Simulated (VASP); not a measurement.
# TaN (Fm-3m) in VASP: a series of runs

TaN is run at these levels: PBEsol; tasks: vibrations by perturbation theory, elastic constants.

All numbers are computed with VASP 6.6.1; they aren't measurements. Logs are shortened: lines on timing, memory, paths and dates and some standing lists are left out, and cuts for length are marked.

**1. The cell of the first run**

Symmetry: Fm-3m, No. 225, cubic system. Conventional cell: a = 4.406 Å, b = 4.406 Å, c = 4.406 Å, α = 90.00°, β = 90.00°, γ = 90.00°. Ta (site symmetry m-3m) has 6 N at 2.20 Å within 2.9 Å. N (site symmetry m-3m) has 6 Ta at 2.20 Å within 2.9 Å.

**2. Vibrations by perturbation theory, PBEsol (10.69 Å³/atom)**

Contents of INCAR:

```
SYSTEM = TaN
PREC = Accurate
ENCUT = 520
EDIFF = 1E-8
ISMEAR = -1
SIGMA = 0.15
LREAL = .FALSE.
LASPH = .TRUE.
NELM = 80
ALGO = Normal
ISIF = 2
LWAVE = .FALSE.
LCHARG = .FALSE.
GGA = PS
IBRION = 8
NSW = 1
```

Contents of KPOINTS:

```
regular mesh
0
G
  16 16 16
  0 0 0
```

Contents of POSCAR:

```
TaN
1.0
    0.0000000000      2.2029144583      2.2029144583
    2.2029144583      0.0000000000      2.2029144583
    2.2029144583      2.2029144583      0.0000000000
Ta N
1 1
Direct
    0.5000000000      0.5000000000      0.5000000000
    0.0000000000      0.0000000000      0.0000000000
```

Potentials or basis: VASP PAW PBE potentials, release 64 (Ta_pv, N).

The run is started by

```
cat potpaw_PBE.64/Ta_pv/POTCAR potpaw_PBE.64/N/POTCAR > POTCAR
mpirun -np 1 vasp_std > vasp.out
```

OUTCAR:

```text
SYSTEM = TaN
   PREC = Accurate
   ENCUT = 520
   EDIFF = 1E-8
   ISMEAR = -1
   LREAL = .FALSE.
   LASPH = .TRUE.
   NELM = 80
   ISIF = 2
   GGA = PS
   IBRION = 8
   NSW = 1

 ion  position               nearest neighbor table
   1  0.500  0.500  0.500-   2 2.20   2 2.20   2 2.20   2 2.20   2 2.20   2 2.20
   2  0.000  0.000  0.000-   1 2.20   1 2.20   1 2.20   1 2.20   1 2.20   1 2.20

  LATTYP: Found a face centered cubic cell.
 ALAT       =     4.4058289166

  Lattice vectors:

 A1 = (   0.0000000000,   2.2029144583,   2.2029144583)
 A2 = (   2.2029144583,   0.0000000000,   2.2029144583)
 A3 = (   2.2029144583,   2.2029144583,   0.0000000000)

Analysis of symmetry for initial positions (statically):
=====================================================================
 Subroutine PRICEL returns:
 Original cell was already a primitive cell.

 Routine SETGRP: Setting up the symmetry group for a
 face centered cubic supercell.

 Subroutine GETGRP returns: Found 48 space group operations
 (whereof 48 operations were pure point group operations)
 out of a pool of 48 trial point group operations.

The static configuration has the point symmetry O_h .

Analysis of symmetry for dynamics (positions and initial velocities):
=====================================================================
 Subroutine PRICEL returns:
 Original cell was already a primitive cell.

 Routine SETGRP: Setting up the symmetry group for a
 face centered cubic supercell.

 Subroutine GETGRP returns: Found 48 space group operations
 (whereof 48 operations were pure point group operations)
 out of a pool of 48 trial point group operations.

The dynamic configuration has the point symmetry O_h .

 Subroutine INISYM returns: Found 48 space group operations
 (whereof 48 operations are pure point group operations),
 and found     1 'primitive' translations

----------------------------------------------------------------------------------------

                                     Primitive cell

  volume of cell :      21.3807

  direct lattice vectors                    reciprocal lattice vectors
     0.000000000  2.202914458  2.202914458    -0.226972045  0.226972045  0.226972045
     2.202914458  0.000000000  2.202914458     0.226972045 -0.226972045  0.226972045
     2.202914458  2.202914458  0.000000000     0.226972045  0.226972045 -0.226972045

  length of vectors
     3.115391504  3.115391504  3.115391504     0.393127114  0.393127114  0.393127114

  position of ions in fractional coordinates (direct lattice)
     0.500000000  0.500000000  0.500000000
     0.000000000  0.000000000  0.000000000

  ion indices of the primitive-cell ions
   primitive index   ion index
                 1           1
                 2           2

----------------------------------------------------------------------------------------

 KPOINTS: regular mesh

Automatic generation of k-mesh.
 Grid dimensions read from file:
 generate k-points for:   16   16   16

 Generating k-lattice:

  Cartesian coordinates                     Fractional coordinates (reciprocal lattice)
    -0.014185753  0.014185753  0.014185753     0.062500000  0.000000000  0.000000000
     0.014185753 -0.014185753  0.014185753     0.000000000  0.062500000  0.000000000
     0.014185753  0.014185753 -0.014185753     0.000000000  0.000000000  0.062500000

  Length of vectors
     0.024570445  0.024570445  0.024570445

  Shift w.r.t. Gamma in fractional coordinates (k-lattice)
     0.000000000  0.000000000  0.000000000

 Subroutine IBZKPT returns following result:
[... 83 lines left out ...]
 maximum number of plane-waves:       588
   NGX = 11   NGY = 11   NGZ = 11

--------------------------------------- Ionic step        1  -------------------------------------------

 number of electron      16.0000003 magnetization

 Free energy of the ion-electron system (eV)
  ---------------------------------------------------
  ext. energy  EPLUGINS =         0.00000000
  ---------------------------------------------------
  free energy    TOTEN  =       -23.23523399 eV

  energy without entropy =      -23.17295947  energy(sigma->0) =      -23.20409673

 E-fermi :   9.3037     XC(G=0): -13.5587

 val. band max:        9.3000583051   @ k =  -0.2500   0.3750   0.1250
 cond. band min:       9.3117358296   @ k =  -0.4375   0.1875   0.0000
 fundamental gap:      0.0116775245
 Fermi energy:         9.3036822531

 k-point     1 :       0.0000    0.0000    0.0000
  band No.  band energies     occupation
      1     -26.3979      2.00000
      2     -26.3979      2.00000
      3     -26.3979      2.00000
      4      -9.4478      2.00000
      5       5.5347      2.00000
      6       5.5347      2.00000
      7       5.5347      2.00000
      8       7.2024      2.00000
      9       7.2024      2.00000
     10       7.2024      2.00000
     11       9.3409      0.87653
     12       9.3409      0.87653
[... 331 lines left out ...]
 k-point    24 :      -0.0625    0.0625    0.0000
  band No.  band energies     occupation
      1     -26.4807      2.00000
      2     -26.4198      2.00000
      3     -26.4001      2.00000
      4      -9.1993      2.00000
      5       4.3174      2.00000
      6       4.6398      2.00000
      7       4.9811      2.00000
      8       7.3765      1.99999
      9       7.6030      1.99998
     10       7.9050      1.99982
     11       9.7588      0.09182
     12      10.6263      0.00030

 [... further k-points ...]

------------------------ aborting loop because EDIFF is reached ----------------------------------------

  FORCE on cell =-STRESS in cart. coord.  units (eV):
  Direction    XX          YY          ZZ          XY          YZ          ZX
  --------------------------------------------------------------------------------------
  -------------------------------------------------------------------------------------
  Total       -0.7787572     -0.7787572     -0.7787572      0.0000000      0.0000000      0.0000000
  in kB      -58.3565689    -58.3565689    -58.3565689      0.0000000      0.0000000      0.0000000
  external PRESSURE =     -58.3565689 kB  Pullay stress =       0.0000000 kB

 VOLUME and BASIS-vectors are now :
 -----------------------------------------------------------------------------
  energy-cutoff  :      520.00
  volume of cell :       21.38
      direct lattice vectors                 reciprocal lattice vectors
     0.000000000  2.202914458  2.202914458    -0.226972045  0.226972045  0.226972045
     2.202914458  0.000000000  2.202914458     0.226972045 -0.226972045  0.226972045
     2.202914458  2.202914458  0.000000000     0.226972045  0.226972045 -0.226972045

 POSITION                                       TOTAL-FORCE (eV/Angst)
 -----------------------------------------------------------------------------------
      2.20291      2.20291      2.20291         0.000000      0.000000      0.000000
      0.00000      0.00000      0.00000        -0.000000     -0.000000      0.000000
 -----------------------------------------------------------------------------------
    total drift:                                0.000000     -0.000000     -0.000000

  FREE ENERGIE OF THE ION-ELECTRON SYSTEM (eV)
  ---------------------------------------------------
  free  energy   TOTEN  =       -23.2352339881 eV

  energy  without entropy=      -23.1729594703  energy(sigma->0) =      -23.20409673

[... ionic steps 2 to 3 ...]

--------------------------------------- Ionic step        4  -------------------------------------------

------------------------ aborting loop because EDIFF is reached ----------------------------------------

[... ionic steps 5 to 6 ...]

--------------------------------------- Ionic step        7  -------------------------------------------

 Free energy of the ion-electron system (eV)
  ---------------------------------------------------
  ---------------------------------------------------
  free energy    TOTEN  =        -0.23309642 eV

  energy without entropy =       -0.23309642

------------------------ aborting loop because EDIFF is reached ----------------------------------------

 INTERNAL STRAIN TENSOR  FOR ION    2  DIRECTION 1   (eV/Angst):
 -----------------------------------------------------------------------------
     0.05339 -0.00000  0.00000
     0.00000 -0.02409 -0.00000
    -0.00000 -0.00000 -0.02409

 INTERNAL STRAIN TENSOR FOR ION    2 for displacements in x,y,z  (eV/Angst):
          X           Y           Z          XY          YZ          ZX
  --------------------------------------------------------------------------------
  x     0.00000     0.00000     0.00000     0.00000     0.00000     0.00000
  y     0.00000     0.00000     0.00000     0.00000     0.00000     0.00000
  z     0.00000     0.00000     0.00000     0.00000     0.00000     0.00000

 SECOND DERIVATIVES (NOT SYMMETRIZED)
 ------------------------------------
               1X          1Y          1Z          2X          2Y          2Z
  1X    -7.101333    0.000000    0.000000    7.101333    0.000000    0.000000
  1Y     0.000000   -7.101333    0.000000    0.000000    7.101333    0.000000
  1Z     0.000000    0.000000   -7.101333    0.000000    0.000000    7.101333
  2X     7.098189    0.000000    0.000000   -7.098189    0.000000    0.000000
  2Y     0.000000    7.098189    0.000000    0.000000   -7.098189    0.000000
  2Z     0.000000    0.000000    7.098189    0.000000    0.000000   -7.098189

 Eigenvectors and eigenvalues of the dynamical matrix
 ----------------------------------------------------

   1 f  =   11.554084 THz    72.596448 2PiTHz  385.402741 cm-1    47.783828 meV
             X         Y         Z           dx          dy          dz
      2.202914  2.202914  2.202914     0.000000    0.022975    0.267059
      0.000000  0.000000  0.000000     0.000000   -0.082578   -0.959861
[... 21 lines left out ...]
   6 f/i=    0.000661 THz     0.004150 2PiTHz    0.022033 cm-1     0.002732 meV
             X         Y         Z           dx          dy          dz
      2.202914  2.202914  2.202914     0.000000    0.137031    0.953611
      0.000000  0.000000  0.000000     0.000000    0.038126    0.265320

--------------------------------------------------------------------------------------------------------

 ELASTIC MODULI CONTR FROM IONIC RELAXATION (kBar)
 Direction    XX          YY          ZZ          XY          YZ          ZX
 --------------------------------------------------------------------------------
 XX           0.0000      0.0000      0.0000      0.0000      0.0000      0.0000
 YY           0.0000      0.0000      0.0000      0.0000      0.0000      0.0000
 ZZ           0.0000      0.0000      0.0000      0.0000      0.0000      0.0000
 XY           0.0000      0.0000      0.0000      0.0000      0.0000      0.0000
 YZ           0.0000      0.0000      0.0000      0.0000      0.0000      0.0000
 ZX           0.0000      0.0000      0.0000      0.0000      0.0000      0.0000
 --------------------------------------------------------------------------------
```

Wall time 2.4 min (1 thread of Intel Xeon 6975P-C (Granite Rapids), shared host); peak memory 0.36 GiB.

Results:

| Property | Result |
| --- | --- |
| Highest phonon frequency at Γ | 385 cm⁻¹ |

Phonon frequencies in cm⁻¹ (negative: imaginary):
| q point | frequencies |
| --- | --- |
| (0.000, 0.000, 0.000) | 0 0 0 385 385 385 |

Caveat: the cell stands under pressure or tension, which shifts response properties; the PAW data sets were made with another functional, which shifts forces and pressure a little; spin-orbit coupling is left out, which moves the levels of the heavy elements.

**3. Elastic constants, PBEsol**

This run uses another cell than the first one, of 10.08 Å³/atom.

Contents of INCAR:

```
SYSTEM = TaN
PREC = Accurate ; ENCUT = 600
EDIFF = 1E-8 ; ISMEAR = -1
SIGMA = 0.15 ; LREAL = .False.
LASPH = .True. ; NELM = 60
ALGO = Normal ; ISIF = 3
LWAVE = .False. ; LCHARG = .True.
GGA = PS ; NBANDS = 15
IBRION = 6 ; NFREE = 2
POTIM = 0.015 ; NSW = 1
```

Contents of KPOINTS:

```
regular mesh
0
Gamma
  16 16 16
  0 0 0
```

Contents of POSCAR:

```
TaN
1.0
    0.0000000000      2.1603515363      2.1603515363
    2.1603515363      0.0000000000      2.1603515363
    2.1603515363      2.1603515363      0.0000000000
Ta N
1 1
Direct
    0.5000000000      0.5000000000      0.5000000000
    0.0000000000      0.0000000000      0.0000000000
```

Potentials or basis: VASP PAW PBE potentials, release 64 (Ta_pv, N).

The run is started by

```
cat potpaw_PBE.64/Ta_pv/POTCAR potpaw_PBE.64/N/POTCAR > POTCAR
mpirun -np 1 vasp_std > vasp.out
```

Wall time 15 min (1 thread of Intel Xeon 6975P-C (Granite Rapids), shared host); peak memory 0.75 GiB.

Results (log left out):

* Elastic constants C11, C12, C44: 918, 157, 65 GPa
* Voigt bulk modulus: 411 GPa
* Highest phonon frequency at Γ: 461 cm⁻¹

Phonon frequencies in cm⁻¹ (negative: imaginary):
```tsv
q point	frequencies
(0.000, 0.000, 0.000)	0 0 0 461 461 461
```

Elastic tensor in Voigt notation (GPa, in the Cartesian axes of the cell as first typed):
```
918 157 157   0   0   0
157 918 157   0   0   0
157 157 918   0   0   0
  0   0   0  65   0   0
  0   0   0   0  65   0
  0   0   0   0   0  65
```

Clamped-ion elastic tensor (GPa):
```
918 157 157   0   0   0
157 918 157   0   0   0
157 157 918   0   0   0
  0   0   0  65   0   0
  0   0   0   0  65   0
  0   0   0   0   0  65
```

Caveat: the cell is under stress, which shifts elastic constants; the PAW data sets were made with another functional, which shifts forces and pressure a little; spin-orbit coupling is left out, which moves the levels of the heavy elements.

[end of part 1 of 2]
